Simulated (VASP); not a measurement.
A run of VASP 6.6.1:

Contents of INCAR:

```
SYSTEM = Al2O3
  PREC = Accurate
  ENCUT = 520
  EDIFF = 1E-6
  ISMEAR = 0
  SIGMA = 0.05
  LREAL = .False.
  LASPH = .True.
  NELM = 100
  ALGO = Normal
  ISIF = 2
  LWAVE = .False.
  LCHARG = .False.
  GGA = PE
  NBANDS = 35
```

The input KPOINTS:

```
Automatic mesh
0
Gamma
  6 6 6
  0 0 0
```

POSCAR

```
Al2O3
1.0
    2.2841367041      1.3187469409      4.1557586902
   -2.2841367041      1.3187469409      4.1557586902
    0.0000000000     -2.6374938821      4.1557586901
Al O
4 6
Direct
    0.8521479318      0.8521479318      0.8521479318
    0.6478520682      0.6478520682      0.6478520682
    0.1478520682      0.1478520682      0.1478520682
    0.3521479318      0.3521479318      0.3521479318
    0.0561765927      0.4438234073      0.7500000000
    0.7500000000      0.0561765927      0.4438234073
    0.4438234073      0.7500000000      0.0561765927
    0.9438234073      0.5561765927      0.2500000000
    0.2500000000      0.9438234073      0.5561765927
    0.5561765927      0.2500000000      0.9438234073
```

Potentials or basis: VASP PAW PBE potentials, release 64 (Al, O).

The run is started by

```bash
$ cat potpaw_PBE.64/Al/POTCAR potpaw_PBE.64/O/POTCAR > POTCAR
$ mpirun -np 1 vasp_std > vasp.out
```

Hardware: 1 thread of Intel(R) Xeon(R) Platinum 8488C (Sapphire Rapids), on a shared host.

**Question.** How long does it take, and how much memory?

**Answer.** It took 120 s on 1 thread of Intel(R) Xeon(R) Platinum 8488C (Sapphire Rapids), on a shared host, peak memory 0.25 GiB. Counts: scf iterations 13, k points 32.
